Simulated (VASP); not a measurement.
# KI in VASP: single point with PBE

Aim: the single point of KI with PBE.

All numbers are computed with VASP 6.6.1; they aren't measurements. Logs are shortened: lines on timing, memory, paths and dates and some standing lists are left out, and cuts for length are marked.

## (1) The cell of the first run

The cell holds a sheet with vacuum, 2 atoms: a = 6.464 Å, b = 6.464 Å, c = 14.000 Å, α = 90.00°, β = 90.00°, γ = 97.27°.

The cell was generated, and may not be a known phase.

## (2) Single point, PBE

Contents of INCAR:

```
ALGO = Normal
DIPOL = 0.5 0.5 0.500
EDIFF = 1E-6
ENCUT = 520
GGA = PE
IDIPOL = 3
ISIF = 2
ISMEAR = 0
LASPH = True
LCHARG = False
LDIPOL = True
LREAL = False
LWAVE = False
NBANDS = 15
NELM = 80
PREC = Accurate
SIGMA = 0.1
```

Contents of KPOINTS:

```
k-points
0
Gamma
  4 4 1
```

Contents of POSCAR:

```
KI
1.0
    6.4644880000      0.0000000000      0.0000000000
   -0.8185860000      6.4124510000      0.0000000000
    0.0000000000      0.0000000000     14.0000000000
K I
1 1
Direct
    0.0000000000      0.0000000000      0.5000000000
    0.5000000000      0.5000000000      0.5000000000
```

Potentials or basis: VASP PAW PBE potentials, release 64 (K_sv, I).

Command:

```
> cat potpaw_PBE.64/K_sv/POTCAR potpaw_PBE.64/I/POTCAR > POTCAR
> mpirun -np 1 vasp_std > vasp.out
```

OUTCAR:

```text
EDIFF = 1E-6
   ENCUT = 520
   GGA = PE
   ISIF = 2
   ISMEAR = 0
   LASPH = True
   LREAL = False
   NELM = 80
   PREC = Accurate

 ion  position               nearest neighbor table
   1  0.000  0.000  0.500-
   2  0.500  0.500  0.500-

  LATTYP: Found a base centered orthorhombic cell.
 ALAT       =     8.5437542814
 B/A-ratio  =     1.1357707756
 C/A-ratio  =     1.6386239045

  Lattice vectors:

 A1 = (   6.4644880000,   0.0000000000,   0.0000000000)
 A2 = (  -0.8185860000,   6.4124510000,   0.0000000000)
 A3 = (   0.0000000000,   0.0000000000,  14.0000000000)

Analysis of symmetry for initial positions (statically):
=====================================================================
 Subroutine PRICEL returns:
 Original cell was already a primitive cell.

 Routine SETGRP: Setting up the symmetry group for a
 base centered orthorhombic supercell.

 Subroutine GETGRP returns: Found  8 space group operations
 (whereof  8 operations were pure point group operations)
 out of a pool of  8 trial point group operations.

The static configuration has the point symmetry D_2h.

Analysis of symmetry for dynamics (positions and initial velocities):
=====================================================================
 Subroutine PRICEL returns:
 Original cell was already a primitive cell.

 Routine SETGRP: Setting up the symmetry group for a
 base centered orthorhombic supercell.

 Subroutine GETGRP returns: Found  8 space group operations
 (whereof  8 operations were pure point group operations)
 out of a pool of  8 trial point group operations.

The dynamic configuration has the point symmetry D_2h.

 Subroutine INISYM returns: Found  8 space group operations
 (whereof  8 operations are pure point group operations),
 and found     1 'primitive' translations

----------------------------------------------------------------------------------------

                                     Primitive cell

  volume of cell :     580.3450

  direct lattice vectors                    reciprocal lattice vectors
     6.464488000  0.000000000  0.000000000     0.154691292  0.019747227  0.000000000
    -0.818586000  6.412451000  0.000000000     0.000000000  0.155946611  0.000000000
     0.000000000  0.000000000 14.000000000     0.000000000  0.000000000  0.071428571

  length of vectors
     6.464488000  6.464488446 14.000000000     0.155946621  0.155946611  0.071428571

  position of ions in fractional coordinates (direct lattice)
     0.000000000  0.000000000  0.500000000
     0.500000000  0.500000000  0.500000000

  ion indices of the primitive-cell ions
   primitive index   ion index
                 1           1
                 2           2

----------------------------------------------------------------------------------------

 KPOINTS: k-points

Automatic generation of k-mesh.
 Grid dimensions read from file:
 generate k-points for:    4    4    1

 Generating k-lattice:

  Cartesian coordinates                     Fractional coordinates (reciprocal lattice)
     0.038672823  0.004936807  0.000000000     0.250000000  0.000000000  0.000000000
     0.000000000  0.038986653  0.000000000     0.000000000  0.250000000  0.000000000
     0.000000000  0.000000000  0.071428571     0.000000000  0.000000000  1.000000000

  Length of vectors
     0.038986655  0.038986653  0.071428571

  Shift w.r.t. Gamma in fractional coordinates (k-lattice)
     0.000000000  0.000000000  0.000000000

 Subroutine IBZKPT returns following result:
 ===========================================

 Found      7 irreducible k-points:

 Following reciprocal coordinates:
            Coordinates               Weight
  0.000000  0.000000  0.000000      1.000000
  0.250000  0.000000  0.000000      4.000000
  0.500000  0.000000  0.000000      2.000000
  0.250000  0.250000  0.000000      2.000000
  0.500000  0.250000  0.000000      4.000000
 -0.250000  0.250000  0.000000      2.000000
  0.500000  0.500000  0.000000      1.000000
   k-points           NKPTS =      7   k-points in BZ     NKDIM =      7   number of bands    NBANDS=     15
   number of dos      NEDOS =    301   number of ions     NIONS =      2
   total plane-waves  NPLWV = 248832
   dimension x,y,z NGX =    48 NGY =   48 NGZ =  108
   dimension x,y,z NGXF=    96 NGYF=   96 NGZF=  216
   ions per type =               1   1
   NGX,Y,Z   is equivalent  to a cutoff of  12.34, 12.34, 12.82 a.u.
   NGXF,Y,Z  is equivalent  to a cutoff of  24.69, 24.69, 25.65 a.u.
 SYSTEM =  unknown system
   PREC   = accura    normal or accurate (medium, high low for compatibility)
   ISTART =      0    job   : 0-new  1-cont  2-samecut
   ICHARG =      2    charge: 1-file 2-atom 10-const
   ISPIN  =      1    spin polarized calculation?
   LNONCOLLINEAR =      F non collinear calculations
   LSORBIT =      F    spin-orbit coupling
   LASPH  =      T    aspherical Exc in radial PAW
   ENCUT  =  520.0 eV  38.22 Ry    6.18 a.u.  12.02 12.02 26.03*2*pi/ulx,y,z
   NELM   =     80;   NELMIN=  2; NELMDL= -5     # of ELM steps
   EDIFF  = 0.1E-05   stopping-criterion for ELM
   LREAL  =      F    real-space projection
   EDIFFG = 0.1E-04   stopping-criterion for IOM
   NSW    =      0    number of steps for IOM
   IBRION =     -1    ionic relax: 0-MD 1-quasi-New 2-CG
   NFREE  =      0    steps in history (QN), initial steepest desc. (CG)
   ISIF   =      2    stress and relaxation
   ISYM   =      2    0-nonsym 1-usesym 2-fastsym
   POTIM  = 0.5000    time-step for ionic-motion
   TEBEG  =    0.0;   TEEND  =   0.0 temperature during run
   PSTRESS=    0.0 pullay stress
   NELECT =      16.0000    total number of electrons
   NUPDOWN=      -1.0000    fix difference up-down
   EMIN   =  10.00;   EMAX   =-10.00  energy-range for DOS
   EFERMI =   0.00;   METHOD = LEGACY
   ISMEAR =     0;   SIGMA  =   0.10  broadening in eV -4-tet -1-fermi 0-gaus
   EFERMI_NEDOS =   21; number of points for ismear=-14 and -15
   IALGO  =     38    algorithm
   IMIX   =      4    mixing-type and parameters
     AMIX     =   0.40;   BMIX     =  1.00
     AMIX_MAG =   1.60;   BMIX_MAG =  1.00
  volume/ion in A,a.u.               =     290.17      1958.18
  Fermi-wavevector in a.u.,A,eV,Ry     =   0.494560  0.934584  3.327850  0.244590
  Thomas-Fermi vector in A             =   1.499559
   LORBIT       =      0    0 simple, 1 ext, 2 COOP (PROOUT), +10 PAW based schemes
   GGA     = PE    functional components
   LHFCALC =     F    Hartree Fock is set to
   AEXX    =    0.0000 exact exchange contribution
   IVDW    =     0    specifies the selected vdW correction
   LEPSILON=     F    determine dielectric tensor
   LRPA    =     F    only Hartree local field effects (RPA)
 non-spin polarized calculation
 Gauss-broadening in eV      SIGMA  =   0.10
  energy-cutoff  :      520.00
  volume of cell :      580.34
 maximum number of plane-waves:     15649
   NGX = 25   NGY = 25   NGZ = 53

 number of electron      16.0000000 magnetization

 dipolmoment           0.000000      0.000000      0.000000 electrons x Angstroem

 Free energy of the ion-electron system (eV)
  ---------------------------------------------------
  ext. energy  EPLUGINS =         0.00000000
  ---------------------------------------------------
  free energy    TOTEN  =        -4.37790372 eV

  energy without entropy =       -4.37790372  energy(sigma->0) =       -4.37790372

 E-fermi :  -3.5053     XC(G=0):  -1.9589

 val. band max:       -4.0671174592   @ k =   0.5000   0.5000   0.0000
 cond. band min:      -1.3897315096   @ k =   0.0000   0.0000   0.0000
 fundamental gap:      2.6773859496
 Fermi energy:        -3.5052879701

 k-point     1 :       0.0000    0.0000    0.0000
  band No.  band energies     occupation
      1     -35.2194      2.00000
      2     -18.7104      2.00000
      3     -18.6582      2.00000
      4     -18.6125      2.00000
      5     -14.0816      2.00000
      6      -4.3197      2.00000
      7      -4.1680      2.00000
      8      -4.1095      2.00000
      9      -1.3897      0.00000
     10       0.3975      0.00000
     11       0.7146      0.00000
     12       0.9589      0.00000
     13       1.7305      0.00000
     14       1.8052      0.00000
     15       1.9384      0.00000

 k-point     2 :       0.2500    0.0000    0.0000
  band No.  band energies     occupation
      1     -35.2194      2.00000
      2     -18.7104      2.00000
      3     -18.6583      2.00000
      4     -18.6127      2.00000
      5     -14.0795      2.00000
      6      -4.4025      2.00000
      7      -4.2053      2.00000
      8      -4.0995      2.00000
      9      -1.0145      0.00000
     10       0.4960      0.00000
     11       0.9221      0.00000
     12       0.9622      0.00000
     13       1.5997      0.00000
     14       1.6385      0.00000
     15       1.9937      0.00000

 k-point     3 :       0.5000    0.0000    0.0000
  band No.  band energies     occupation
      1     -35.2194      2.00000
      2     -18.7104      2.00000
      3     -18.6585      2.00000
      4     -18.6129      2.00000
      5     -14.0774      2.00000
      6      -4.4921      2.00000
      7      -4.2230      2.00000
      8      -4.0894      2.00000
      9      -0.3578      0.00000
     10       0.2200      0.00000
     11       0.6462      0.00000
     12       1.2883      0.00000
     13       1.6503      0.00000
     14       1.6618      0.00000
     15       1.9843      0.00000

 k-point     4 :       0.2500    0.2500    0.0000
  band No.  band energies     occupation
      1     -35.2194      2.00000
      2     -18.7104      2.00000
      3     -18.6585      2.00000
      4     -18.6129      2.00000
      5     -14.0776      2.00000
      6      -4.4512      2.00000
      7      -4.2518      2.00000
      8      -4.0893      2.00000
      9      -0.6807      0.00000
     10       0.6260      0.00000
     11       1.0526      0.00000
     12       1.1329      0.00000
     13       1.2953      0.00000
     14       1.4506      0.00000
     15       1.8939      0.00000

 k-point     5 :       0.5000    0.2500    0.0000
  band No.  band energies     occupation
      1     -35.2194      2.00000
      2     -18.7104      2.00000
      3     -18.6586      2.00000
      4     -18.6129      2.00000
      5     -14.0771      2.00000
      6      -4.4548      2.00000
      7      -4.2837      2.00000
      8      -4.0783      2.00000
      9      -0.4505      0.00000
     10       0.5980      0.00000
     11       0.8012      0.00000
     12       1.2204      0.00000
     13       1.4831      0.00000
     14       1.7457      0.00000
     15       1.8257      0.00000

 k-point     6 :      -0.2500    0.2500    0.0000
  band No.  band energies     occupation
      1     -35.2194      2.00000
      2     -18.7104      2.00000
      3     -18.6585      2.00000
      4     -18.6127      2.00000
      5     -14.0790      2.00000
      6      -4.3756      2.00000
      7      -4.2738      2.00000
      8      -4.0886      2.00000
      9      -0.8651      0.00000
     10       0.6009      0.00000
     11       0.9948      0.00000
     12       1.2278      0.00000
     13       1.3344      0.00000
     14       1.4631      0.00000
     15       1.9045      0.00000

 k-point     7 :       0.5000    0.5000    0.0000
  band No.  band energies     occupation
      1     -35.2194      2.00000
      2     -18.7103      2.00000
      3     -18.6587      2.00000
      4     -18.6129      2.00000
      5     -14.0767      2.00000
      6      -4.4283      2.00000
      7      -4.3277      2.00000
      8      -4.0671      2.00000
      9      -0.5591      0.00000
     10       1.0687      0.00000
     11       1.1743      0.00000
     12       1.2122      0.00000
     13       1.3822      0.00000
     14       1.4711      0.00000
     15       1.7164      0.00000

------------------------ aborting loop because EDIFF is reached ----------------------------------------

 vacuum level on the upper side and lower side of the slab       (xc-potential included)        -0.094        -0.094

  FORCE on cell =-STRESS in cart. coord.  units (eV):
  Direction    XX          YY          ZZ          XY          YZ          ZX
  --------------------------------------------------------------------------------------
  -------------------------------------------------------------------------------------
  Total       -2.3170470     -2.4555966     -0.0074401     -0.5426676      0.0000000      0.0000000
  in kB       -6.3967474     -6.7792458     -0.0205402     -1.4981603      0.0000000      0.0000000
  external PRESSURE =      -4.3988445 kB  Pullay stress =       0.0000000 kB

 VOLUME and BASIS-vectors are now :
 -----------------------------------------------------------------------------
  energy-cutoff  :      520.00
  volume of cell :      580.34
      direct lattice vectors                 reciprocal lattice vectors
     6.464488000  0.000000000  0.000000000     0.154691292  0.019747227  0.000000000
    -0.818586000  6.412451000  0.000000000     0.000000000  0.155946611  0.000000000
     0.000000000  0.000000000 14.000000000     0.000000000  0.000000000  0.071428571

 POSITION                                       TOTAL-FORCE (eV/Angst)
 -----------------------------------------------------------------------------------
      0.00000      0.00000      7.00000         0.000000      0.000000      0.000000
      2.82295      3.20623      7.00000        -0.000000      0.000000      0.000000
 -----------------------------------------------------------------------------------
    total drift:                                0.000000     -0.000000     -0.000000

  FREE ENERGIE OF THE ION-ELECTRON SYSTEM (eV)
  ---------------------------------------------------
  free  energy   TOTEN  =        -4.3779037170 eV

  energy  without entropy=       -4.3779037170  energy(sigma->0) =       -4.37790372

 vacuum level on the upper side and lower side of the slab         0.761         0.761
```

Wall time 65 s (1 thread of Intel Xeon 6975P-C (Granite Rapids), shared host); peak memory 0.55 GiB.

Results:

```yaml
Free_energy: -4.3779 eV
Band_gap_on_the_k_mesh: 2.68 eV (least direct gap 2.72 eV)
```

Levels at points of the mesh, in eV from the valence-band top:
| k point | band 5 | band 6 | band 7 | band 8 | band 9 | band 10 | band 11 | band 12 |
| --- | --- | --- | --- | --- | --- | --- | --- | --- |
| (0.00, 0.00, 0.00) | -10.01 | -0.25 | -0.10 | -0.04 | 2.68 | 4.46 | 4.78 | 5.03 |
| (0.50, 0.00, 0.00) | -10.01 | -0.42 | -0.16 | -0.02 | 3.71 | 4.29 | 4.71 | 5.36 |
| (0.50, 0.50, 0.00) | -10.01 | -0.36 | -0.26 | 0.00 | 3.51 | 5.14 | 5.24 | 5.28 |

Caveat: spin-orbit coupling is left out, which moves the levels of the heavy elements.
